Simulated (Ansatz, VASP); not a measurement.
# Two plane-wave programs on Ge

```
Ge
1.0
     0.00000    2.84982    2.84982
     2.84982    0.00000    2.84982
     2.84982    2.84982    0.00000
Ge
2
Direct
  0.50000 0.50000 0.50000
  0.75000 0.75000 0.75000
```

Alike in both runs: functional PBE; dispersion D3(BJ); k mesh 12 × 12 × 12; occupations gaussian, width 0.1 eV; no spin polarisation.

Ansatz relaxed the structure, and its values are those at the end. VASP's run is a single point on that final structure, the one shown.

|  | VASP | Ansatz |
| --- | --- | --- |
| version | VASP 6.6.1 | Ansatz 0.2.0 |
| potentials or method | VASP PAW PBE potentials, release 64 (Ge_d), cutoff 520 eV | scalar-relativistic, plane waves, PAW |
| valence electrons in the cell | 28 | 28 |

|  | VASP | Ansatz | Ansatz less VASP |
| --- | --- | --- | --- |
| gap on the k mesh at the Fermi level (eV) | none | none | - |
| pressure (GPa) | -0.1 | 0.0 | +0.10 |

A gap of «none» marks a metal or a gap that the smearing closes.
